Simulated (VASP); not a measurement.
Input of a VASP 6.6.1 run:

The input INCAR:

```
SYSTEM = TiWN2
PREC = Accurate
ENCUT = 520
EDIFF = 1E-6
ISMEAR = 0
SIGMA = 0.1
LREAL = .FALSE.
LASPH = .TRUE.
NELM = 150
ALGO = Normal
ISIF = 2
LWAVE = .FALSE.
LCHARG = .FALSE.
ISPIN = 2
MAGMOM = 1 0 0 0
LORBIT = 11
LMAXMIX = 4
GGA = PE
NBANDS = 30
```

File KPOINTS:

```
regular mesh
0
G
  6 6 4
  0 0 0
```

POSCAR

```
TiWN2
1.0
    3.0313283200      0.0000000000      0.0000000000
   -1.5156641600      2.6252073300      0.0000000000
    0.0000000000      0.0000000000      5.5044186100
Ti W N
1 1 2
Direct
    0.0000000000      0.0000000000      0.0000000000
    0.0000000000      0.0000000000      0.5000000000
    0.3333333300      0.6666666700      0.2350000000
    0.6666666700      0.3333333300      0.7650000000
```

Potentials or basis: VASP PAW PBE potentials, release 64 (Ti_sv, W_sv, N).

The run is started by

```sh
$ cat potpaw_PBE.64/Ti_sv/POTCAR potpaw_PBE.64/W_sv/POTCAR potpaw_PBE.64/N/POTCAR > POTCAR
$ mpirun -np 1 vasp_std > vasp.out
```

Q: What does it give for the net moment?

A: 0.00 μB per cell.

Q: Estimate the pressure.

A: -21.7 GPa.

Forces in eV/Å, atoms in the order of the input:
```
Ti   0.000  0.000  0.000
W    0.000  0.000  0.000
N    0.000  0.000  0.745
N    0.000  0.000 -0.745
```

Caveat: the k points lie up to 0.40 Å⁻¹ apart, too coarse for converged energies and pressures of a metal.
